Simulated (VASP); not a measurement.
# Co2SiS2 (I4/mmm) in VASP: single point with PBE

Aim: the single point of Co2SiS2 with PBE.

Everything below comes from runs of VASP 6.6.1. Logs are shortened: lines on timing, memory, paths and dates and some standing lists are left out, and cuts for length are marked.

### Step 1. The cell of the first run

It takes space group I4/mmm (No. 139, tetragonal). Conventional cell: a = 3.535 Å, b = 3.535 Å, c = 12.522 Å, α = 90.00°, β = 90.00°, γ = 90.00°. Within 4.1 Å of Si (site symmetry 4/mmm) lie 8 S at 3.08 Å and 4 Si at 3.54 Å and 8 Co at 3.60 Å. Co (site symmetry -4m2) has 4 S at 2.21 Å and 4 Co at 2.50 Å within 2.9 Å. S (site symmetry 4mm) has 4 Co at 2.21 Å within 2.9 Å.

### Step 2. Single point, PBE, non-collinear spin, typed start, spin-orbit coupling

Contents of INCAR:

```
PREC = Accurate
ENCUT = 520
EDIFF = 1E-7
ISMEAR = -1
SIGMA = 0.1
LREAL = F
LASPH = T
NELM = 150
ALGO = Normal
ISIF = 2
LWAVE = F
LCHARG = F
LNONCOLLINEAR = T
MAGMOM = 0 0 0 0.787 0.787 -2.786 0.787 0.787 -2.786 0 0 0 0 0 0
LORBIT = 11
LSORBIT = T
GGA_COMPAT = F
LORBMOM = T
LMAXMIX = 4
GGA = PE
NBANDS = 49
```

Contents of KPOINTS:

```
Automatic mesh
0
Gamma
  5 5 5
```

Contents of POSCAR:

```
Co2SiS2
1.0
    0.0000000000      3.5351370000      0.0000000000
    3.5351370000      0.0000000000      0.0000000000
    1.7675690000      1.7675690000     -6.2610150000
Si Co S
1 2 2
Direct
    0.0000000000      0.0000000000      0.0000000000
    0.7500000104      0.2499999896      0.5000000000
    0.2499999896      0.7500000104      0.5000000000
    0.3556617650      0.3556617650      0.2886766973
    0.6443382350      0.6443382350      0.7113233027
```

Potentials or basis: VASP PAW PBE potentials, release 64 (Si, Co, S).

Started as:

```bash
cat potpaw_PBE.64/Si/POTCAR potpaw_PBE.64/Co/POTCAR potpaw_PBE.64/S/POTCAR > POTCAR
mpirun -np 1 vasp_ncl > vasp.out
```

OUTCAR:

```text
PREC = Accurate
   ENCUT = 520
   EDIFF = 1E-7
   ISMEAR = -1
   LREAL = F
   LASPH = T
   NELM = 150
   ISIF = 2
   LNONCOLLINEAR = T
   LORBIT = 11
   LSORBIT = T
   GGA = PE

 ion  position               nearest neighbor table
   1  0.000  0.000  0.000-
   2  0.750  0.250  0.500-   4 2.21   5 2.21   4 2.21   5 2.21   3 2.50   3 2.50   3 2.50   3 2.50

   3  0.250  0.750  0.500-   4 2.21   5 2.21   4 2.21   5 2.21   2 2.50   2 2.50   2 2.50   2 2.50

   4  0.356  0.356  0.289-   2 2.21   3 2.21   3 2.21   2 2.21
   5  0.644  0.644  0.711-   2 2.21   3 2.21   3 2.21   2 2.21

  LATTYP: Found a body centered tetragonal cell.
 ALAT       =     3.5351370000
 C/A-ratio  =     3.5421625810

  Lattice vectors:

 A1 = (  -1.7675690000,   1.7675680000,   6.2610150000)
 A2 = (   1.7675680000,  -1.7675690000,   6.2610150000)
 A3 = (   1.7675690000,   1.7675690000,  -6.2610150000)

Analysis of symmetry for initial positions (statically):
=====================================================================
 Subroutine PRICEL returns:
 Original cell was already a primitive cell.

 Routine SETGRP: Setting up the symmetry group for a
 body centered tetragonal supercell.

 Subroutine GETGRP returns: Found 16 space group operations
 (whereof 16 operations were pure point group operations)
 out of a pool of 16 trial point group operations.

The static configuration has the point symmetry D_4h.

Analysis of symmetry for dynamics (positions and initial velocities):
=====================================================================
 Subroutine PRICEL returns:
 Original cell was already a primitive cell.

 Routine SETGRP: Setting up the symmetry group for a
 body centered tetragonal supercell.

 Subroutine GETGRP returns: Found 16 space group operations
 (whereof 16 operations were pure point group operations)
 out of a pool of 16 trial point group operations.

The dynamic configuration has the point symmetry D_4h.

Analysis of structural, dynamic, and magnetic symmetry:
=====================================================================
 Subroutine PRICEL returns:
 Original cell was already a primitive cell.

 Routine SETGRP: Setting up the symmetry group for a
 body centered tetragonal supercell.

 Subroutine GETGRP returns: Found  2 space group operations
 (whereof  2 operations were pure point group operations)
 out of a pool of 16 trial point group operations.

The overall configuration has the point symmetry S_2 .

 Subroutine INISYM returns: Found  2 space group operations
 (whereof  2 operations are pure point group operations),
 and found     1 'primitive' translations

----------------------------------------------------------------------------------------

                                     Primitive cell

  volume of cell :      78.2451

  direct lattice vectors                    reciprocal lattice vectors
     0.000000000  3.535137000  0.000000000     0.000000000  0.282874469  0.079859279
     3.535137000  0.000000000  0.000000000     0.282874469  0.000000000  0.079859279
     1.767569000  1.767569000 -6.261015000     0.000000000  0.000000000 -0.159718512

  length of vectors
     3.535137000  3.535137000  6.741580614     0.293931062  0.293931062  0.159718512

  position of ions in fractional coordinates (direct lattice)
     0.000000000  0.000000000  0.000000000
     0.750000010  0.249999990  0.500000000
     0.249999990  0.750000010  0.500000000
     0.355661765  0.355661765  0.288676697
     0.644338235  0.644338235  0.711323303

  ion indices of the primitive-cell ions
   primitive index   ion index
                 1           1
                 2           2
                 3           3
                 4           4
                 5           5

----------------------------------------------------------------------------------------

 KPOINTS: Automatic mesh

Automatic generation of k-mesh.
 Grid dimensions read from file:
 generate k-points for:    5    5    5

 Generating k-lattice:

  Cartesian coordinates                     Fractional coordinates (reciprocal lattice)
     0.000000000  0.056574894  0.015971856     0.200000000  0.000000000  0.000000000
     0.056574894  0.000000000  0.015971856     0.000000000  0.200000000  0.000000000
     0.000000000  0.000000000 -0.031943702     0.000000000  0.000000000  0.200000000

  Length of vectors
     0.058786212  0.058786212  0.031943702

  Shift w.r.t. Gamma in fractional coordinates (k-lattice)
     0.000000000  0.000000000  0.000000000

 Subroutine IBZKPT returns following result:
 ===========================================

 Found     63 irreducible k-points:

 Following reciprocal coordinates:
            Coordinates               Weight
  0.000000  0.000000  0.000000      1.000000
  0.200000  0.000000 -0.000000      2.000000
  0.000000 -0.200000 -0.200000      2.000000
 -0.200000  0.000000 -0.200000      2.000000
  0.000000  0.200000 -0.000000      2.000000
  0.400000  0.000000  0.000000      2.000000
[... 16 lines left out ...]
  0.200000  0.400000  0.400000      2.000000
[... 45 lines left out ...]
   GGA     = PE    functional components
   LHFCALC =     F    Hartree Fock is set to
   AEXX    =    0.0000 exact exchange contribution
   IVDW    =     0    specifies the selected vdW correction
   LEPSILON=     F    determine dielectric tensor
   LRPA    =     F    only Hartree local field effects (RPA)
  energy-cutoff  :      520.00
  volume of cell :       78.25
 maximum number of plane-waves:      4310
 NGX is ok and might be reduce to    28
   NGX = 13   NGY = 13   NGZ = 25

 number of electron      34.0000008 magnetization       0.0131916      0.0132643     -0.0411855

 Free energy of the ion-electron system (eV)
  ---------------------------------------------------
  ext. energy  EPLUGINS =         0.00000000
  ---------------------------------------------------
  free energy    TOTEN  =       -27.16611532 eV

  energy without entropy =      -26.99932876  energy(sigma->0) =      -27.08272204

 E-fermi :   7.8005     XC(G=0): -10.9574

 val. band max:        7.7893846023   @ k =   0.2000   0.2000  -0.4000
 cond. band min:       7.8283670858   @ k =  -0.2000   0.0000   0.4000
 fundamental gap:      0.0389824835
 Fermi energy:         7.8004572073

 k-point     1 :       0.0000    0.0000    0.0000
  band No.  band energies     occupation
      1      -7.7837      1.00000
      2      -7.7828      1.00000
      3      -6.5193      1.00000
      4      -6.5182      1.00000
      5      -1.0992      1.00000
      6      -1.0967      1.00000
[... 1165 lines left out ...]
     45      13.3827      0.00000
     46      13.3884      0.00000

 [... further k-points ...]

 [bands above 46 left out]

------------------------ aborting loop because EDIFF is reached ----------------------------------------

  FORCE on cell =-STRESS in cart. coord.  units (eV):
  Direction    XX          YY          ZZ          XY          YZ          ZX
  --------------------------------------------------------------------------------------
  -------------------------------------------------------------------------------------
  Total       -1.0259187     -1.0259183     -1.1336301     -0.0000089     -0.0002129     -0.0002137
  in kB      -21.0071085    -21.0071012    -23.2126496     -0.0001812     -0.0043601     -0.0043751
  external PRESSURE =     -21.7422864 kB  Pullay stress =       0.0000000 kB

 VOLUME and BASIS-vectors are now :
 -----------------------------------------------------------------------------
  energy-cutoff  :      520.00
  volume of cell :       78.25
      direct lattice vectors                 reciprocal lattice vectors
     0.000000000  3.535137000  0.000000000     0.000000000  0.282874469  0.079859279
     3.535137000  0.000000000  0.000000000     0.282874469  0.000000000  0.079859279
     1.767569000  1.767569000 -6.261015000     0.000000000  0.000000000 -0.159718512

 POSITION                                       TOTAL-FORCE (eV/Angst)
 -----------------------------------------------------------------------------------
      0.00000      0.00000      0.00000         0.000000      0.000000      0.000000
      1.76757      3.53514     -3.13051        -0.000052      0.000052      0.000000
      3.53514      1.76757     -3.13051         0.000052     -0.000052     -0.000000
      1.76757      1.76757     -1.80741         0.000024      0.000023     -0.012267
      3.53514      3.53514     -4.45361        -0.000024     -0.000023      0.012267
 -----------------------------------------------------------------------------------
    total drift:                                0.000000      0.000000      0.000000

  FREE ENERGIE OF THE ION-ELECTRON SYSTEM (eV)
  ---------------------------------------------------
  free  energy   TOTEN  =       -27.1661153152 eV

  energy  without entropy=      -26.9993287570  energy(sigma->0) =      -27.08272204

 orbital moment (x)

 # of ion     p       d       tot
 ----------------------------------------
  1        -0.000   0.000  -0.000
  2         0.000   0.000   0.000
  3         0.000   0.000   0.000
  4         0.000   0.000   0.000
  5         0.000   0.000   0.000
 ----------------------------------------
            0.000   0.000   0.000

 orbital moment (y)

 # of ion     p       d       tot
 ----------------------------------------
  1        -0.000   0.000  -0.000
  2         0.000   0.000   0.000
  3         0.000   0.000   0.000
  4         0.000   0.000   0.000
  5         0.000   0.000   0.000
 ----------------------------------------
            0.000   0.000   0.000

 orbital moment (z)

 # of ion     p       d       tot
 ----------------------------------------
  1         0.000   0.000   0.000
  2        -0.000   0.000   0.000
  3        -0.000   0.000   0.000
  4        -0.000   0.000  -0.000
  5        -0.000   0.000  -0.000
 ----------------------------------------
           -0.000   0.001   0.001

 Spin-Orbit-Coupling matrix elements

 Ion:    1  E_soc:     -0.0001034
 l=   1
     0.0000000    -0.0000264     0.0000010
    -0.0000264     0.0000000    -0.0000264
     0.0000010    -0.0000264     0.0000000
 l=   2
     0.0000000     0.0000000     0.0000000     0.0000000     0.0000000
     0.0000000     0.0000000     0.0000000     0.0000000     0.0000000
     0.0000000     0.0000000     0.0000000     0.0000000     0.0000000
     0.0000000     0.0000000     0.0000000     0.0000000     0.0000000
     0.0000000     0.0000000     0.0000000     0.0000000     0.0000000
 l=   3
     0.0000000     0.0000000     0.0000000     0.0000000     0.0000000     0.0000000     0.0000000
     0.0000000     0.0000000     0.0000000     0.0000000     0.0000000     0.0000000     0.0000000
     0.0000000     0.0000000     0.0000000     0.0000000     0.0000000     0.0000000     0.0000000
     0.0000000     0.0000000     0.0000000     0.0000000     0.0000000     0.0000000     0.0000000
[... 69 lines left out ...]
 l=   2
     0.0000000     0.0000000     0.0000000     0.0000000     0.0000000
     0.0000000     0.0000000     0.0000000     0.0000000     0.0000000
     0.0000000     0.0000000     0.0000000     0.0000000     0.0000000
     0.0000000     0.0000000     0.0000000     0.0000000     0.0000000
     0.0000000     0.0000000     0.0000000     0.0000000     0.0000000
 l=   3
     0.0000000     0.0000000     0.0000000     0.0000000     0.0000000     0.0000000     0.0000000
     0.0000000     0.0000000     0.0000000     0.0000000     0.0000000     0.0000000     0.0000000
     0.0000000     0.0000000     0.0000000     0.0000000     0.0000000     0.0000000     0.0000000
     0.0000000     0.0000000     0.0000000     0.0000000     0.0000000     0.0000000     0.0000000
     0.0000000     0.0000000     0.0000000     0.0000000     0.0000000     0.0000000     0.0000000
     0.0000000     0.0000000     0.0000000     0.0000000     0.0000000     0.0000000     0.0000000
     0.0000000     0.0000000     0.0000000     0.0000000     0.0000000     0.0000000     0.0000000

 total charge

# of ion       s       p       d       tot
------------------------------------------
    1        0.981   0.459   0.000   1.440
    2        0.432   0.568   7.509   8.509
    3        0.432   0.568   7.509   8.509
    4        1.350   2.274   0.000   3.625
    5        1.350   2.274   0.000   3.625
--------------------------------------------------
tot          4.546   6.144  15.018  25.708

 magnetization (x)

# of ion       s       p       d       tot
------------------------------------------
    1        0.000   0.000   0.000   0.000
    2        0.000   0.000   0.006   0.006
    3        0.000   0.000   0.006   0.006
    4        0.000   0.000   0.000   0.000
    5        0.000   0.000   0.000   0.000
--------------------------------------------------
tot          0.000   0.001   0.012   0.012

 magnetization (y)

# of ion       s       p       d       tot
------------------------------------------
    1        0.000   0.000   0.000   0.000
    2        0.000   0.000   0.006   0.006
    3        0.000   0.000   0.006   0.006
    4        0.000   0.000   0.000   0.000
    5        0.000   0.000   0.000   0.000
--------------------------------------------------
tot          0.000   0.001   0.012   0.013

 magnetization (z)

# of ion       s       p       d       tot
------------------------------------------
    1       -0.000  -0.001   0.000  -0.001
    2       -0.000  -0.000  -0.018  -0.018
    3       -0.000  -0.000  -0.018  -0.018
    4       -0.000  -0.000   0.000  -0.001
    5       -0.000  -0.000   0.000  -0.001
--------------------------------------------------
tot         -0.000  -0.002  -0.037  -0.039
```

Wall time 14 min (1 thread of Intel Xeon Platinum 8259CL at 2.50GHz (Skylake/Cascade Lake), shared host); peak memory 0.55 GiB.

What came out:

```yaml
Free_energy: -27.1661 eV
Pressure: -2.2 GPa
Largest_force: 0.012 eV/Å
Net_moment: 0.05 μB per cell
Valence_electrons_inside_the_program's_atomic_spheres: Si 1.44; Co 8.51; S 3.62
```

Forces on the atoms (eV/Å):
```
Si   0.000  0.000  0.000
Co   0.000  0.000  0.000
Co   0.000  0.000  0.000
S    0.000  0.000 -0.012
S    0.000  0.000  0.012
```

Stress tensor (GPa, compression positive):
```
-2.10  0.00  0.00
 0.00 -2.10  0.00
 0.00  0.00 -2.32
```

Moments on the atoms (μB; x, y, z):
```
Si   0.00  0.00  0.00
Co   0.01  0.01 -0.02
Co   0.01  0.01 -0.02
S    0.00  0.00  0.00
S    0.00  0.00  0.00
```

Caveat: the k points lie up to 0.37 Å⁻¹ apart.
